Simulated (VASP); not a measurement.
# BaS (I-4m2) in VASP: further runs

Aim: see how the results for BaS move with the level of theory and the settings. Levels: PBE, r2SCAN, HSE06. Tasks: single point.

Everything below comes from runs of VASP 6.6.1. Logs are shortened: lines on timing, memory, paths and dates and some standing lists are left out, and cuts for length are marked.

### 1 The cell of the first run

It takes space group I-4m2 (No. 119, tetragonal). The conventional cell has a = 4.977 Å, b = 4.977 Å, c = 7.225 Å, α = 90.00°, β = 90.00°, γ = 90.00°. Within 4.0 Å of Ba (site symmetry -4m2) lie 4 S at 3.08 Å. Within 4.0 Å of S (site symmetry -4m2) lie 4 Ba at 3.08 Å.

### 2 Single point, PBE (uniaxial x strain +2.6%)

Contents of INCAR:

```
SYSTEM = BaS
PREC = Accurate
ENCUT = 520
EDIFF = 1E-7
ISMEAR = -1
SIGMA = 0.02
LREAL = .FALSE.
LASPH = .TRUE.
NELM = 100
ALGO = Normal
ISIF = 2
LWAVE = .FALSE.
LCHARG = .FALSE.
GGA = PE
NBANDS = 15
```

Contents of KPOINTS:

```
Automatic mesh
0
G
  6 6 6
  0 0 0
```

Contents of POSCAR:

```
BaS
1.0
    0.0000000000      3.5194117709      3.5194117709
    3.6126761828      0.0000000000      3.5194117709
    3.6126761828      3.5194117709      0.0000000000
Ba S
1 1
Direct
    0.0000000000      0.0000000000      0.0000000000
    0.2500000000      0.2500000000      0.2500000000
```

Potentials or basis: VASP PAW PBE potentials, release 64 (Ba_sv, S).

Launch:

```console
$ cat potpaw_PBE.64/Ba_sv/POTCAR potpaw_PBE.64/S/POTCAR > POTCAR
$ mpirun -np 1 vasp_std > vasp.out
```

OUTCAR:

```text
SYSTEM = BaS
   PREC = Accurate
   ENCUT = 520
   EDIFF = 1E-7
   ISMEAR = -1
   LREAL = .FALSE.
   LASPH = .TRUE.
   NELM = 100
   ISIF = 2
   GGA = PE

 ion  position               nearest neighbor table
   1  0.000  0.000  0.000-   2 3.08   2 3.08   2 3.08   2 3.08
   2  0.250  0.250  0.250-   1 3.08   1 3.08   1 3.08   1 3.08

  LATTYP: Found a body centered tetragonal cell.
 ALAT       =     4.9771998580
 C/A-ratio  =     1.4516902218

  Lattice vectors:

 A1 = (   3.6126761828,   0.0000000000,   3.5194117709)
 A2 = (   3.6126761828,   0.0000000000,  -3.5194117709)
 A3 = (  -3.6126761828,   3.5194117709,   0.0000000000)

Analysis of symmetry for initial positions (statically):
=====================================================================
 Subroutine PRICEL returns:
 Original cell was already a primitive cell.

 Routine SETGRP: Setting up the symmetry group for a
 body centered tetragonal supercell.

 Subroutine GETGRP returns: Found  8 space group operations
 (whereof  8 operations were pure point group operations)
 out of a pool of 16 trial point group operations.

The static configuration has the point symmetry D_2d.

Analysis of symmetry for dynamics (positions and initial velocities):
=====================================================================
 Subroutine PRICEL returns:
 Original cell was already a primitive cell.

 Routine SETGRP: Setting up the symmetry group for a
 body centered tetragonal supercell.

 Subroutine GETGRP returns: Found  8 space group operations
 (whereof  8 operations were pure point group operations)
 out of a pool of 16 trial point group operations.

The dynamic configuration has the point symmetry D_2d.

 Subroutine INISYM returns: Found  8 space group operations
 (whereof  8 operations are pure point group operations),
 and found     1 'primitive' translations

----------------------------------------------------------------------------------------

                                     Primitive cell

  volume of cell :      89.4951

  direct lattice vectors                    reciprocal lattice vectors
     0.000000000  3.519411771  3.519411771    -0.138401555  0.142069196  0.142069196
     3.612676183  0.000000000  3.519411771     0.138401555 -0.142069196  0.142069196
     3.612676183  3.519411771  0.000000000     0.138401555  0.142069196 -0.142069196

  length of vectors
     4.977199858  5.043578929  5.043578929     0.243971931  0.243971931  0.243971931

  position of ions in fractional coordinates (direct lattice)
     0.000000000  0.000000000  0.000000000
     0.250000000  0.250000000  0.250000000

  ion indices of the primitive-cell ions
   primitive index   ion index
                 1           1
                 2           2

----------------------------------------------------------------------------------------

 KPOINTS: Automatic mesh

Automatic generation of k-mesh.
 Grid dimensions read from file:
 generate k-points for:    6    6    6

 Generating k-lattice:

  Cartesian coordinates                     Fractional coordinates (reciprocal lattice)
    -0.023066926  0.023678199  0.023678199     0.166666667 -0.000000000 -0.000000000
     0.023066926 -0.023678199  0.023678199     0.000000000  0.166666667  0.000000000
     0.023066926  0.023678199 -0.023678199     0.000000000  0.000000000  0.166666667

  Length of vectors
     0.040661988  0.040661988  0.040661988

  Shift w.r.t. Gamma in fractional coordinates (k-lattice)
     0.000000000  0.000000000  0.000000000

 Subroutine IBZKPT returns following result:
 ===========================================

 Found     30 irreducible k-points:

 Following reciprocal coordinates:
            Coordinates               Weight
  0.000000  0.000000  0.000000      1.000000
  0.166667 -0.000000 -0.000000      8.000000
  0.333333 -0.000000 -0.000000      8.000000
  0.500000 -0.000000 -0.000000      4.000000
  0.166667  0.166667  0.000000      4.000000
  0.333333  0.166667 -0.000000     16.000000
[... 16 lines left out ...]
 -0.333333  0.500000  0.166667      4.000000
  0.333333 -0.333333  0.166667      8.000000
 [... further k-points ...]
   k-points           NKPTS =     30   k-points in BZ     NKDIM =     30   number of bands    NBANDS=     15
   number of dos      NEDOS =    301   number of ions     NIONS =      2
   total plane-waves  NPLWV =  64000
   dimension x,y,z NGX =    40 NGY =   40 NGZ =   40
   dimension x,y,z NGXF=    80 NGYF=   80 NGZF=   80
   ions per type =               1   1
   NGX,Y,Z   is equivalent  to a cutoff of  13.36, 13.18, 13.18 a.u.
   NGXF,Y,Z  is equivalent  to a cutoff of  26.72, 26.37, 26.37 a.u.
 SYSTEM =  BaS
   PREC   = accura    normal or accurate (medium, high low for compatibility)
   ISTART =      0    job   : 0-new  1-cont  2-samecut
   ICHARG =      2    charge: 1-file 2-atom 10-const
   ISPIN  =      1    spin polarized calculation?
   LNONCOLLINEAR =      F non collinear calculations
   LSORBIT =      F    spin-orbit coupling
   LASPH  =      T    aspherical Exc in radial PAW
   ENCUT  =  520.0 eV  38.22 Ry    6.18 a.u.   9.25  9.38  9.38*2*pi/ulx,y,z
   NELM   =    100;   NELMIN=  2; NELMDL= -5     # of ELM steps
   EDIFF  = 0.1E-06   stopping-criterion for ELM
   LREAL  =      F    real-space projection
   EDIFFG = 0.1E-05   stopping-criterion for IOM
   NSW    =      0    number of steps for IOM
   IBRION =     -1    ionic relax: 0-MD 1-quasi-New 2-CG
   NFREE  =      0    steps in history (QN), initial steepest desc. (CG)
   ISIF   =      2    stress and relaxation
   ISYM   =      2    0-nonsym 1-usesym 2-fastsym
   POTIM  = 0.5000    time-step for ionic-motion
   TEBEG  =    0.0;   TEEND  =   0.0 temperature during run
   PSTRESS=    0.0 pullay stress
   NELECT =      16.0000    total number of electrons
   NUPDOWN=      -1.0000    fix difference up-down
   EMIN   =  10.00;   EMAX   =-10.00  energy-range for DOS
   EFERMI =   0.00;   METHOD = LEGACY
   ISMEAR =    -1;   SIGMA  =   0.02  broadening in eV -4-tet -1-fermi 0-gaus
   EFERMI_NEDOS =   21; number of points for ismear=-14 and -15
   IALGO  =     38    algorithm
   IMIX   =      4    mixing-type and parameters
     AMIX     =   0.40;   BMIX     =  1.00
     AMIX_MAG =   1.60;   BMIX_MAG =  1.00
  volume/ion in A,a.u.               =      44.75       301.97
  Fermi-wavevector in a.u.,A,eV,Ry     =   0.922249  1.742799 11.572355  0.850544
  Thomas-Fermi vector in A             =   2.047756
   LORBIT       =      0    0 simple, 1 ext, 2 COOP (PROOUT), +10 PAW based schemes
   GGA     = PE    functional components
   LHFCALC =     F    Hartree Fock is set to
   AEXX    =    0.0000 exact exchange contribution
   IVDW    =     0    specifies the selected vdW correction
   LEPSILON=     F    determine dielectric tensor
   LRPA    =     F    only Hartree local field effects (RPA)
 non-spin polarized calculation
  energy-cutoff  :      520.00
  volume of cell :       89.50
 maximum number of plane-waves:      2445
 NGX is ok and might be reduce to    40
   NGX = 19   NGY = 19   NGZ = 19

 number of electron      16.0000001 magnetization

 Free energy of the ion-electron system (eV)
  ---------------------------------------------------
  ext. energy  EPLUGINS =         0.00000000
  ---------------------------------------------------
  free energy    TOTEN  =        -9.73358664 eV

  energy without entropy =       -9.73358664  energy(sigma->0) =       -9.73358664

 E-fermi :   0.1726     XC(G=0):  -7.0831

 val. band max:       -0.2665203537   @ k =  -0.1667   0.5000   0.3333
 cond. band min:       2.4432163042   @ k =   0.0000   0.0000   0.0000
 fundamental gap:      2.7097366579
 Fermi energy:         0.1726053086

 k-point     1 :       0.0000    0.0000    0.0000
  band No.  band energies     occupation
      1     -26.4522      2.00000
      2     -11.6273      2.00000
      3     -11.6273      2.00000
      4     -11.6217      2.00000
      5     -10.1484      2.00000
      6      -0.9188      2.00000
      7      -0.9022      2.00000
      8      -0.9022      2.00000
      9       2.4432      0.00000
     10       4.6410      0.00000
     11       4.8173      0.00000
     12       6.4577      0.00000
     13       6.6548      0.00000
     14       6.6548      0.00000
     15       9.4192      0.00000

 k-point     2 :       0.1667   -0.0000   -0.0000
  band No.  band energies     occupation
      1     -26.4491      2.00000
      2     -11.7981      2.00000
      3     -11.6353      2.00000
      4     -11.6332      2.00000
      5      -9.9681      2.00000
      6      -0.9811      2.00000
      7      -0.8491      2.00000
      8      -0.8346      2.00000
      9       3.0071      0.00000
     10       4.4901      0.00000
     11       4.6199      0.00000
     12       6.2772      0.00000
     13       6.8754      0.00000
     14       6.9686      0.00000
     15       8.1688      0.00000

 k-point     3 :       0.3333   -0.0000   -0.0000
  band No.  band energies     occupation
      1     -26.4428      2.00000
      2     -12.0635      2.00000
      3     -11.6524      2.00000
      4     -11.6510      2.00000
      5      -9.6940      2.00000
      6      -0.9542      2.00000
      7      -0.7349      2.00000
      8      -0.7071      2.00000
      9       3.9057      0.00000
     10       4.5708      0.00000
     11       4.6272      0.00000
     12       5.6378      0.00000
     13       6.6234      0.00000
     14       6.6576      0.00000
     15       7.2396      0.00000

 k-point     4 :       0.5000   -0.0000   -0.0000
  band No.  band energies     occupation
      1     -26.4396      2.00000
      2     -12.1736      2.00000
      3     -11.6619      2.00000
      4     -11.6589      2.00000
      5      -9.5832      2.00000
      6      -0.8628      2.00000
      7      -0.6855      2.00000
      8      -0.6483      2.00000
      9       4.1199      0.00000
     10       4.9021      0.00000
     11       4.9227      0.00000
     12       5.0895      0.00000
     13       5.9852      0.00000
     14       6.0493      0.00000
     15       8.0945      0.00000
[... 307 lines left out ...]
 k-point    22 :       0.3333    0.5000    0.1667
  band No.  band energies     occupation
      1     -26.4384      2.00000
      2     -12.1492      2.00000
      3     -11.7294      2.00000
      4     -11.6773      2.00000
      5      -9.5254      2.00000
      6      -1.0453      2.00000
      7      -0.6155      2.00000
      8      -0.4909      2.00000
      9       3.5222      0.00000
     10       4.1671      0.00000
     11       5.2597      0.00000
     12       6.1238      0.00000
     13       6.5794      0.00000
     14       6.8457      0.00000
     15       8.3328      0.00000

 k-point    23 :      -0.3333    0.5000    0.1667
  band No.  band energies     occupation
      1     -26.4354      2.00000
      2     -12.2250      2.00000
      3     -11.7378      2.00000
      4     -11.7206      2.00000
      5      -9.4069      2.00000
      6      -1.0567      2.00000
      7      -0.5625      2.00000
      8      -0.2704      2.00000
      9       3.1435      0.00000
     10       4.0525      0.00000
     11       5.5051      0.00000
     12       5.9715      0.00000
     13       6.8467      0.00000
     14       8.0756      0.00000
     15       8.2215      0.00000

 k-point    24 :       0.3333   -0.3333    0.1667
  band No.  band energies     occupation
      1     -26.4362      2.00000
      2     -12.1988      2.00000
      3     -11.7532      2.00000
      4     -11.6898      2.00000
      5      -9.4500      2.00000
      6      -0.8612      2.00000
      7      -0.7334      2.00000
      8      -0.4070      2.00000
      9       3.3037      0.00000
     10       4.1473      0.00000
     11       5.2269      0.00000
     12       6.3746      0.00000
     13       6.5323      0.00000
     14       7.2166      0.00000
     15       8.5876      0.00000

 [... further k-points ...]

------------------------ aborting loop because EDIFF is reached ----------------------------------------

  FORCE on cell =-STRESS in cart. coord.  units (eV):
  Direction    XX          YY          ZZ          XY          YZ          ZX
  --------------------------------------------------------------------------------------
  -------------------------------------------------------------------------------------
  Total       -0.2454073     -0.1690318     -0.1690318     -0.0000000      0.0000000      0.0000000
  in kB       -4.3933812     -3.0260754     -3.0260754     -0.0000000      0.0000000      0.0000000
  external PRESSURE =      -3.4818440 kB  Pullay stress =       0.0000000 kB

 VOLUME and BASIS-vectors are now :
 -----------------------------------------------------------------------------
  energy-cutoff  :      520.00
  volume of cell :       89.50
      direct lattice vectors                 reciprocal lattice vectors
     0.000000000  3.519411771  3.519411771    -0.138401555  0.142069196  0.142069196
     3.612676183  0.000000000  3.519411771     0.138401555 -0.142069196  0.142069196
     3.612676183  3.519411771  0.000000000     0.138401555  0.142069196 -0.142069196

 POSITION                                       TOTAL-FORCE (eV/Angst)
 -----------------------------------------------------------------------------------
      0.00000      0.00000      0.00000         0.000000     -0.000000     -0.000000
      1.80634      1.75971      1.75971        -0.000000      0.000000      0.000000
 -----------------------------------------------------------------------------------
    total drift:                                0.000000     -0.000000     -0.000000

  FREE ENERGIE OF THE ION-ELECTRON SYSTEM (eV)
  ---------------------------------------------------
  free  energy   TOTEN  =        -9.7335866357 eV

  energy  without entropy=       -9.7335866357  energy(sigma->0) =       -9.73358664
```

Wall time 53 s (1 thread of Intel Xeon Platinum 8375C at 2.90GHz (Ice Lake), shared host); peak memory 0.25 GiB.

Results:

```yaml
Free_energy: -9.7336 eV
Pressure: -0.3 GPa
Band_gap_on_the_k_mesh: 2.71 eV (least direct gap 3.35 eV)
```

Levels at points of the mesh, in eV from the valence-band top:
```
           k point  band 6  band 7  band 8  band 9  band 10  band 11
(0.00, 0.00, 0.00)   -0.65   -0.64   -0.64    2.71     4.91     5.08
(0.50, 0.00, 0.00)   -0.60   -0.42   -0.38    4.39     5.17     5.19
(0.50, 0.50, 0.00)   -1.03   -0.04   -0.01    3.45     4.51     6.19
(0.00, 0.50, 0.50)   -1.05    0.00    0.00    3.38     4.48     6.17
```

Caveat: the cell differs from its parent crystal (uniaxial x strain +2.6%); spin-orbit coupling is left out, which moves the levels of the heavy elements. A k mesh can miss the band edges.

### 3 Single point, r2SCAN (uniaxial x strain +2.6%)

POSCAR is that of step 2.

Contents of INCAR.step1:

```
PREC = Accurate ; ENCUT = 520
ISMEAR = 0 ; SIGMA = 0.01
LREAL = F ; LASPH = T
NELM = 80 ; NBANDS = 15
GGA = PE ; ALGO = Normal
EDIFF = 1E-4 ; LWAVE = T
LCHARG = F
```

Contents of INCAR.step2:

```
PREC = Accurate ; ENCUT = 520
EDIFF = 1E-7 ; ISMEAR = 0
SIGMA = 0.01 ; LREAL = F
LASPH = T ; NELM = 80
ALGO = Normal ; ISIF = 2
LWAVE = F ; LCHARG = T
METAGGA = R2SCAN ; LMIXTAU = T
LELF = T ; LVHAR = T
NBANDS = 15 ; ISTART = 1
```

Contents of KPOINTS:

```
regular mesh
0
Gamma
  6 6 6
```

Potentials or basis: VASP PAW PBE potentials, release 64 (Ba_sv, S).

Launch:

```console
$ cat potpaw_PBE.64/Ba_sv/POTCAR potpaw_PBE.64/S/POTCAR > POTCAR
$ cp INCAR.step1 INCAR
$ mpirun -np 1 vasp_std > vasp.out
$ cp INCAR.step2 INCAR
$ mpirun -np 1 vasp_std > vasp.out
```

Run time: 2.9 min. Hardware: 1 thread of Intel Xeon Platinum 8375C at 2.90GHz (Ice Lake), shared host; peak memory 0.28 GiB.

Results (log left out):

```yaml
Free_energy: -38.6160 eV
Pressure: -0.4 GPa
Band_gap_on_the_k_mesh: 3.03 eV (least direct gap 3.64 eV)
```

Stress tensor (GPa, compression positive):
```
-0.44  0.00  0.00
 0.00 -0.33  0.00
 0.00  0.00 -0.33
```

Levels at points of the mesh, in eV from the valence-band top:
```csv
k point,band 6,band 7,band 8,band 9,band 10,band 11
"(0.00, 0.00, 0.00)",-0.65,-0.64,-0.64,3.03,5.41,5.59
"(0.50, 0.00, 0.00)",-0.59,-0.42,-0.38,4.70,5.65,5.67
"(0.50, 0.50, 0.00)",-1.03,-0.04,-0.01,3.71,4.94,6.73
"(0.00, 0.50, 0.50)",-1.05,0.00,0.00,3.64,4.91,6.71
```

Caveat: the cell differs from its parent crystal (uniaxial x strain +2.6%); the PAW data sets were made with another functional, which shifts forces and pressure a little; spin-orbit coupling is left out, which moves the levels of the heavy elements.

### 4 Single point, HSE06 (uniaxial x strain +2.6%)

POSCAR is that of step 3.

Contents of INCAR.step1:

```
SYSTEM = BaS
ALGO = Normal
EDIFF = 1E-5
ENCUT = 520
GGA = PE
ISIF = 2
ISMEAR = 0
LASPH = .TRUE.
LCHARG = .FALSE.
LREAL = .FALSE.
LWAVE = .TRUE.
NBANDS = 15
NELM = 80
PREC = Accurate
SIGMA = 0.01
```

Contents of INCAR.step2:

```
SYSTEM = BaS
ALGO = Normal
EDIFF = 1E-6
ENCUT = 520
GGA = PE
HFSCREEN = 0.2079
ISIF = 2
ISMEAR = 0
ISTART = 1
LASPH = .TRUE.
LCHARG = .FALSE.
LHFCALC = .TRUE.
LREAL = .FALSE.
LWAVE = .FALSE.
NBANDS = 15
NELM = 80
PREC = Accurate
PRECFOCK = Normal
SIGMA = 0.01
```

Contents of KPOINTS:

```
k-points
0
G
  4 4 4
  0 0 0
```

Launch:

```console
$ cat potpaw_PBE.64/Ba_sv/POTCAR potpaw_PBE.64/S/POTCAR > POTCAR
$ cp INCAR.step1 INCAR
$ mpirun -np 1 vasp_std > vasp.out
$ cp INCAR.step2 INCAR
$ mpirun -np 1 vasp_std > vasp.out
```

Run time: 14 min. Hardware: 1 thread of Intel Xeon Platinum 8375C at 2.90GHz (Ice Lake), shared host; peak memory 0.35 GiB.

It converged, with:

```
Free energy            : -11.0419 eV
Pressure               : -0.6 GPa
Band gap on the k mesh : 3.59 eV (least direct gap 4.25 eV)
```

Stress tensor (GPa, compression positive):
```
-0.69  0.00  0.00
 0.00 -0.54  0.00
 0.00  0.00 -0.54
```

Levels at points of the mesh, in eV from the valence-band top:
| k point | band 4 | band 5 | band 6 | band 7 | band 8 | band 9 | band 10 | band 11 | band 12 | band 13 |
| --- | --- | --- | --- | --- | --- | --- | --- | --- | --- | --- |
| (0.00, 0.00, 0.00) | -12.03 | -10.91 | -0.68 | -0.66 | -0.66 | 3.59 | 6.04 | 6.23 | 7.87 | 8.09 |
| (0.50, 0.00, 0.00) | -12.07 | -10.16 | -0.63 | -0.43 | -0.39 | 5.39 | 6.27 | 6.30 | 6.31 | 7.42 |
| (0.50, 0.50, 0.00) | -12.12 | -9.97 | -1.09 | -0.04 | -0.01 | 4.37 | 5.53 | 7.37 | 7.40 | 7.49 |
| (0.00, 0.50, 0.50) | -12.13 | -9.93 | -1.10 | 0.00 | 0.00 | 4.31 | 5.50 | 7.35 | 7.35 | 7.49 |

Caveat: the cell differs from its parent crystal (uniaxial x strain +2.6%); the PAW data sets were made with another functional, which shifts forces and pressure a little; spin-orbit coupling is left out, which moves the levels of the heavy elements. A k mesh can miss the band edges.

### 5 Overview

| level | k mesh | smearing | grid for exact exchange (PRECFOCK) | share of exact exchange | screening parameter | gap on the mesh (eV) | pressure (GPa) |
| --- | --- | --- | --- | --- | --- | --- | --- |
| PBE | 6 × 6 × 6 | fermi-dirac 0.02 eV | - | - | - | 2.71 | -0.3 |
| r2SCAN | 6 × 6 × 6 | gaussian 0.01 eV | - | - | - | 3.03 | -0.4 |
| HSE06 | 4 × 4 × 4 | gaussian 0.01 eV | Normal | 0.25 | 0.2079 1/Å | 3.59 | -0.6 |

Alike in all rows: task single point; potentials or basis VASP PAW PBE potentials, release 64 (Ba_sv, S); no spin polarisation; cell as given; cutoff (eV) 520.

Caveats: spin-orbit coupling is left out, which moves the levels of the heavy elements; the PAW data sets were made with another functional, which shifts forces and pressure a little (at least some runs).

Total energies depend on the potentials used, so only differences within one code and one set of settings carry meaning.
